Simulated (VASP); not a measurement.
# WSe2 (kpat) (P6_3/mmc) in VASP: relaxation of the atoms with PBE

Aim: the relaxation of the atoms of WSe2 (kpat) with PBE.

Program: VASP 6.6.1. These are calculated values, not measurements. Logs are shortened: lines on timing, memory, paths and dates and some standing lists are left out, and cuts for length are marked.

## Step 1: The cell of the first run

It takes space group P6_3/mmc (No. 194, hexagonal). The conventional cell has a = 3.250 Å, b = 3.250 Å, c = 12.821 Å, α = 90.00°, β = 90.00°, γ = 120.00°. W (site symmetry -6m2) has 6 Se at 2.51 Å and 6 W at 3.25 Å within 3.3 Å. Se (site symmetry 3m) has 3 W at 2.51 Å and 6 Se at 3.25 Å within 3.3 Å.

## Step 2: Relaxation of the atoms, PBE (strained cell)

INCAR

```
SYSTEM = WSe2
PREC = Accurate
ENCUT = 520
EDIFF = 1E-6
ISMEAR = 0
SIGMA = 0.02
LREAL = .False.
LASPH = .True.
NELM = 100
ALGO = Normal
ISIF = 2
LWAVE = .False.
LCHARG = .False.
GGA = PE
IBRION = 2
NSW = 60
EDIFFG = -0.002
```

KPOINTS

```
regular mesh
0
Gamma
  9 9 2
  0 0 0
```

POSCAR

```
WSe2
1.0
    3.2499141158      0.0000000000      0.0000000000
   -1.6249570579      2.8145081844      0.0000000000
    0.0000000000      0.0000000000     12.8207501479
W Se
2 4
Direct
    0.6666666667      0.3333333333      0.7500000000
    0.3333333333      0.6666666667      0.2500000000
    0.3333333333      0.6666666667      0.8800018436
    0.6666666667      0.3333333333      0.3800018436
    0.3333333333      0.6666666667      0.6199981564
    0.6666666667      0.3333333333      0.1199981564
```

Potentials or basis: VASP PAW PBE potentials, release 64 (W_sv, Se).

The run is started by

```bash
$ cat potpaw_PBE.64/W_sv/POTCAR potpaw_PBE.64/Se/POTCAR > POTCAR
$ mpirun -np 1 vasp_std > vasp.out
```

OUTCAR:

```text
SYSTEM = WSe2
   PREC = Accurate
   ENCUT = 520
   EDIFF = 1E-6
   ISMEAR = 0
   LREAL = .False.
   LASPH = .True.
   NELM = 100
   ISIF = 2
   GGA = PE
   IBRION = 2
   NSW = 60
   EDIFFG = -0.002

 ion  position               nearest neighbor table
   1  0.667  0.333  0.750-   3 2.51   5 2.51   3 2.51   5 2.51   3 2.51   5 2.51
   2  0.333  0.667  0.250-   4 2.51   6 2.51   4 2.51   6 2.51   4 2.51   6 2.51
   3  0.333  0.667  0.880-   1 2.51   1 2.51   1 2.51
   4  0.667  0.333  0.380-   2 2.51   2 2.51   2 2.51
   5  0.333  0.667  0.620-   1 2.51   1 2.51   1 2.51
   6  0.667  0.333  0.120-   2 2.51   2 2.51   2 2.51

  LATTYP: Found a hexagonal cell.
 ALAT       =     3.2499141158
 C/A-ratio  =     3.9449504483

  Lattice vectors:

 A1 = (   3.2499141158,   0.0000000000,   0.0000000000)
 A2 = (  -1.6249570579,   2.8145081844,   0.0000000000)
 A3 = (   0.0000000000,   0.0000000000,  12.8207501479)

Analysis of symmetry for initial positions (statically):
=====================================================================
 Subroutine PRICEL returns:
 Original cell was already a primitive cell.

 Routine SETGRP: Setting up the symmetry group for a
 hexagonal supercell.

 Subroutine GETGRP returns: Found 24 space group operations
 (whereof 12 operations were pure point group operations)
 out of a pool of 24 trial point group operations.

The static configuration has the point symmetry D_3d.
 The point group associated with its full space group is D_6h.

Analysis of symmetry for dynamics (positions and initial velocities):
=====================================================================
 Subroutine PRICEL returns:
 Original cell was already a primitive cell.

 Routine SETGRP: Setting up the symmetry group for a
 hexagonal supercell.

 Subroutine GETGRP returns: Found 24 space group operations
 (whereof 12 operations were pure point group operations)
 out of a pool of 24 trial point group operations.

The dynamic configuration has the point symmetry D_3d.
 The point group associated with its full space group is D_6h.

 Subroutine INISYM returns: Found 24 space group operations
 (whereof 12 operations are pure point group operations),
 and found     1 'primitive' translations

----------------------------------------------------------------------------------------

                                     Primitive cell

  volume of cell :     117.2702

  direct lattice vectors                    reciprocal lattice vectors
     3.249914116  0.000000000  0.000000000     0.307700439  0.177650931  0.000000000
    -1.624957058  2.814508184  0.000000000     0.000000000  0.355301863  0.000000000
     0.000000000  0.000000000 12.820750148     0.000000000  0.000000000  0.077998556

  length of vectors
     3.249914116  3.249914116 12.820750148     0.355301863  0.355301863  0.077998556

  position of ions in fractional coordinates (direct lattice)
     0.666666667  0.333333333  0.750000000
     0.333333333  0.666666667  0.250000000
     0.333333333  0.666666667  0.880001844
     0.666666667  0.333333333  0.380001844
     0.333333333  0.666666667  0.619998156
     0.666666667  0.333333333  0.119998156

  ion indices of the primitive-cell ions
   primitive index   ion index
                 1           1
                 2           2
                 3           3
                 4           4
                 5           5
                 6           6

----------------------------------------------------------------------------------------

 KPOINTS: regular mesh

Automatic generation of k-mesh.
 Grid dimensions read from file:
 generate k-points for:    9    9    2

 Generating k-lattice:

  Cartesian coordinates                     Fractional coordinates (reciprocal lattice)
     0.034188938  0.019738992  0.000000000     0.111111111  0.000000000  0.000000000
     0.000000000  0.039477985  0.000000000     0.000000000  0.111111111  0.000000000
     0.000000000  0.000000000  0.038999278     0.000000000  0.000000000  0.500000000

  Length of vectors
     0.039477985  0.039477985  0.038999278

  Shift w.r.t. Gamma in fractional coordinates (k-lattice)
     0.000000000  0.000000000  0.000000000

 Subroutine IBZKPT returns following result:
 ===========================================

 Found     24 irreducible k-points:

 Following reciprocal coordinates:
            Coordinates               Weight
  0.000000  0.000000  0.000000      1.000000
  0.111111  0.000000  0.000000      6.000000
  0.222222 -0.000000  0.000000      6.000000
  0.333333  0.000000  0.000000      6.000000
  0.444444 -0.000000  0.000000      6.000000
  0.111111  0.111111  0.000000      6.000000
[... 16 lines left out ...]
  0.333333  0.222222  0.500000     12.000000
  0.333333  0.333333  0.500000      2.000000
   k-points           NKPTS =     24   k-points in BZ     NKDIM =     24   number of bands    NBANDS=     31
   number of dos      NEDOS =    301   number of ions     NIONS =      6
   total plane-waves  NPLWV =  55296
   dimension x,y,z NGX =    24 NGY =   24 NGZ =   96
   dimension x,y,z NGXF=    48 NGYF=   48 NGZF=  192
   ions per type =               2   4
   NGX,Y,Z   is equivalent  to a cutoff of  12.28, 12.28, 12.45 a.u.
   NGXF,Y,Z  is equivalent  to a cutoff of  24.55, 24.55, 24.90 a.u.
 SYSTEM =  WSe2
   PREC   = accura    normal or accurate (medium, high low for compatibility)
   ISTART =      0    job   : 0-new  1-cont  2-samecut
   ICHARG =      2    charge: 1-file 2-atom 10-const
   ISPIN  =      1    spin polarized calculation?
   LNONCOLLINEAR =      F non collinear calculations
   LSORBIT =      F    spin-orbit coupling
   LASPH  =      T    aspherical Exc in radial PAW
   ENCUT  =  520.0 eV  38.22 Ry    6.18 a.u.   6.04  6.04 23.84*2*pi/ulx,y,z
   NELM   =    100;   NELMIN=  2; NELMDL= -5     # of ELM steps
   EDIFF  = 0.1E-05   stopping-criterion for ELM
   LREAL  =      F    real-space projection
   EDIFFG = -.2E-02   stopping-criterion for IOM
   NSW    =     60    number of steps for IOM
   IBRION =      2    ionic relax: 0-MD 1-quasi-New 2-CG
   NFREE  =      1    steps in history (QN), initial steepest desc. (CG)
   ISIF   =      2    stress and relaxation
   ISYM   =      2    0-nonsym 1-usesym 2-fastsym
   POTIM  = 0.5000    time-step for ionic-motion
   TEBEG  =    0.0;   TEEND  =   0.0 temperature during run
   PSTRESS=    0.0 pullay stress
   NELECT =      52.0000    total number of electrons
   NUPDOWN=      -1.0000    fix difference up-down
   EMIN   =  10.00;   EMAX   =-10.00  energy-range for DOS
   EFERMI =   0.00;   METHOD = LEGACY
   ISMEAR =     0;   SIGMA  =   0.02  broadening in eV -4-tet -1-fermi 0-gaus
   EFERMI_NEDOS =   21; number of points for ismear=-14 and -15
   IALGO  =     38    algorithm
   IMIX   =      4    mixing-type and parameters
     AMIX     =   0.40;   BMIX     =  1.00
     AMIX_MAG =   1.60;   BMIX_MAG =  1.00
  volume/ion in A,a.u.               =      19.55       131.90
  Fermi-wavevector in a.u.,A,eV,Ry     =   1.248380  2.359095 21.204022  1.558452
  Thomas-Fermi vector in A             =   2.382469
   LORBIT       =      0    0 simple, 1 ext, 2 COOP (PROOUT), +10 PAW based schemes
   GGA     = PE    functional components
   LHFCALC =     F    Hartree Fock is set to
   AEXX    =    0.0000 exact exchange contribution
   IVDW    =     0    specifies the selected vdW correction
   LEPSILON=     F    determine dielectric tensor
   LRPA    =     F    only Hartree local field effects (RPA)
 conjugate gradient relaxation of ions
 non-spin polarized calculation
 Gauss-broadening in eV      SIGMA  =   0.02
  energy-cutoff  :      520.00
  volume of cell :      117.27
 maximum number of plane-waves:      3192
   NGX = 13   NGY = 13   NGZ = 47

--------------------------------------- Ionic step        1  -------------------------------------------

 number of electron      51.9999995 magnetization

 Free energy of the ion-electron system (eV)
  ---------------------------------------------------
  ext. energy  EPLUGINS =         0.00000000
  ---------------------------------------------------
  free energy    TOTEN  =       -42.98081740 eV

  energy without entropy =      -42.98081740  energy(sigma->0) =      -42.98081740

------------------------ aborting loop because EDIFF is reached ----------------------------------------

  FORCE on cell =-STRESS in cart. coord.  units (eV):
  Direction    XX          YY          ZZ          XY          YZ          ZX
  --------------------------------------------------------------------------------------
  -------------------------------------------------------------------------------------
  Total        6.0741253      6.0741253      6.6696034      0.0000000     -0.0000000      0.0000000
  in kB       82.9863179     82.9863179     91.1218983      0.0000000     -0.0000000      0.0000000
  external PRESSURE =      85.6981780 kB  Pullay stress =       0.0000000 kB
[... 65 lines left out ...]
  energy  without entropy=      -43.0164320259  energy(sigma->0) =      -43.01643203

--------------------------------------- Ionic step        3  -------------------------------------------

 number of electron      51.9999999 magnetization

 Free energy of the ion-electron system (eV)
  ---------------------------------------------------
  ext. energy  EPLUGINS =         0.00000000
  ---------------------------------------------------
  free energy    TOTEN  =       -43.01663429 eV

  energy without entropy =      -43.01663429  energy(sigma->0) =      -43.01663429

 E-fermi :   6.7301     XC(G=0): -10.9824

 val. band max:        6.6260019373   @ k =   0.0000   0.0000   0.0000
 cond. band min:       7.6335609439   @ k =   0.2222   0.1111   0.0000
 fundamental gap:      1.0075590067
 Fermi energy:         6.7300911696

 k-point     1 :       0.0000    0.0000    0.0000
  band No.  band energies     occupation
      1     -67.6169      2.00000
      2     -67.6169      2.00000
      3     -31.8877      2.00000
      4     -31.8877      2.00000
      5     -31.7194      2.00000
      6     -31.7194      2.00000
[... 838 lines left out ...]
  FREE ENERGIE OF THE ION-ELECTRON SYSTEM (eV)
  ---------------------------------------------------
  free  energy   TOTEN  =       -43.0166342920 eV

  energy  without entropy=      -43.0166342920  energy(sigma->0) =      -43.01663429

 reached required accuracy - stopping structural energy minimisation
```

Wall time 1.7 min (1 thread of Intel Xeon Platinum 8375C at 2.90GHz (Ice Lake), shared host); peak memory 0.27 GiB.

Results:

```yaml
Free_energy: -43.0166 eV
Energy_gained_by_relaxing: 6.0 meV/atom
Ionic_steps: 3
Pressure_after_relaxing: 5.7 GPa
Band_gap_on_the_k_mesh: 1.01 eV, indirect (least direct gap 1.68 eV)
```

Step by step:
| step | energy change (eV) | largest force (eV/Å) | pressure (GPa) |
| --- | --- | --- | --- |
| 1 | 0.0000 | 0.5896 | 8.57 |
| 2 | -0.0356 | 0.0439 | 5.91 |
| 3 | -0.0358 | 0.0003 | 5.69 |

Final structure:
```cif
data_structure
_symmetry_space_group_name_H-M 'P 1'
_symmetry_Int_Tables_number 1
_cell_length_a 3.2499
_cell_length_b 3.2499
_cell_length_c 12.8208
_cell_angle_alpha 90.000
_cell_angle_beta 90.000
_cell_angle_gamma 120.000
_cell_volume 117.27
loop_
_atom_site_label
_atom_site_type_symbol
_atom_site_fract_x
_atom_site_fract_y
_atom_site_fract_z
_atom_site_occupancy
W1 W 0.66667 0.33333 0.75000 1
W2 W 0.33333 0.66667 0.25000 1
Se1 Se 0.33333 0.66667 0.88241 1
Se2 Se 0.66667 0.33333 0.38241 1
Se3 Se 0.33333 0.66667 0.61759 1
Se4 Se 0.66667 0.33333 0.11759 1
```

Caveat: the cell differs from its parent crystal (strained cell); spin-orbit coupling is left out, which moves the levels of the heavy elements; this functional lacks dispersion, which binds the layers, so the pressure and a relaxed spacing across them are unreliable.
